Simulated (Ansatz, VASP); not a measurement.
# TiO2 in VASP and in Ansatz

File POSCAR:

```
TiO2
1.0
    2.6847585539     -2.6847645963     -0.0201584547
    2.6847585539      2.6847645963     -0.0201584547
   -2.6485578781      0.0000000000      4.8501018565
Ti O
2 4
Direct
    0.1248865190      0.8741583834      0.2500002031
    0.8751134810      0.1258416166      0.7499997969
    0.3286203289      0.0836421517      0.6622696427
    0.6713796711      0.9163578483      0.3377303573
    0.9191892804      0.6491150326      0.8377293363
    0.0808107196      0.3508849674      0.1622706637
```

Contents of INCAR.step1:

```
  ALGO = Normal
  EDIFF = 1E-4
  ENCUT = 520
  GGA = PE
  ISMEAR = 0
  LASPH = True
  LCHARG = False
  LDAU = True
  LDAUJ = 0 0
  LDAUL = 2 -1
  LDAUTYPE = 2
  LDAUU = 4 0
  LMAXMIX = 4
  LREAL = False
  LWAVE = True
  NBANDS = 33
  NELM = 150
  PREC = Accurate
  SIGMA = 0.05
```

File INCAR.step2:

```
  ALGO = Normal
  EDIFF = 1E-7
  ENCUT = 520
  ISIF = 2
  ISMEAR = 0
  ISTART = 1
  LASPH = True
  LCHARG = True
  LDAU = True
  LDAUJ = 0 0
  LDAUL = 2 -1
  LDAUPRINT = 1
  LDAUTYPE = 2
  LDAUU = 4 0
  LELF = True
  LMAXMIX = 4
  LMIXTAU = True
  LREAL = False
  LVHAR = True
  LWAVE = False
  METAGGA = R2SCAN
  NBANDS = 33
  NELM = 150
  PREC = Accurate
  SIGMA = 0.05
```

Contents of KPOINTS:

```
k-points
0
Gamma
  6 6 6
```

Input for Ansatz:

```yaml
crystal:
  lattice:
    - [2.6847585539, -2.6847645963, -0.0201584547]
    - [2.6847585539, 2.6847645963, -0.0201584547]
    - [-2.6485578781, 0.0, 4.8501018565]
  atoms:
    - { symbol: Ti, position: [0.124886519, 0.8741583834, 0.2500002031] }
    - { symbol: Ti, position: [0.875113481, 0.1258416166, 0.7499997969] }
    - { symbol: O, position: [0.3286203289, 0.0836421517, 0.6622696427] }
    - { symbol: O, position: [0.6713796711, 0.9163578483, 0.3377303573] }
    - { symbol: O, position: [0.9191892804, 0.6491150326, 0.8377293363] }
    - { symbol: O, position: [0.0808107196, 0.3508849674, 0.1622706637] }
basis:
  ecutwfc: 500
kpoints:
  mp_grid: { grid: [6, 6, 6] }
hamiltonian:
  xc: r2scan
  hubbard: { sites: [{ species: Ti, l: d, u_eff: 4.0 }] }
scf:
  occupations: { method: gaussian, width: 0.05 }
output:
  forces: true
  stress: true
  eigenvalues: true
  write_density: true
  write_potential: true
  elf: true
  volumetric_format: npy
```

Change from the starting cell: mode 17 (642.7 1/cm) frozen in, largest displacement +0.075 Å.

Alike in both runs: task single point; functional r2SCAN; k mesh 6 × 6 × 6; occupations gaussian, width 0.05 eV; no spin polarisation; Hubbard terms Ti d U = 4.0 eV.

|  | VASP | Ansatz |
| --- | --- | --- |
| version | VASP 6.6.1 | Ansatz 0.2.0 |
| potentials or method | VASP PAW PBE potentials, release 64 (Ti_sv, O), cutoff 520 eV | scalar-relativistic, plane waves, PAW |
| valence electrons in the cell | 48 | 48 |

Ansatz gave:

| Property | Result |
| --- | --- |
| gap on the k mesh at the Fermi level (eV) | 3.15 |
| least direct gap on the mesh (eV) | 3.45 |
| pressure (GPa) | 1.1 |
| traceless stress, the component that is largest in VASP (GPa) | -2.24 |
| rms of the force components (eV/Å) | 0.635 |

Question: What did VASP give for the same quantities?

Answer: gap on the k mesh at the Fermi level (eV): 3.23; least direct gap on the mesh (eV): 3.55; pressure (GPa): 6.1; traceless stress, the component that is largest in VASP (GPa): -1.68; rms of the force components (eV/Å): 0.776.

VASP's potentials were made for PBE, not for r2SCAN. The programs project onto different local orbitals, so the same U acts differently, and such runs can settle in different states. Atom by atom the forces differ by 0.181 eV/Å (rms over components).
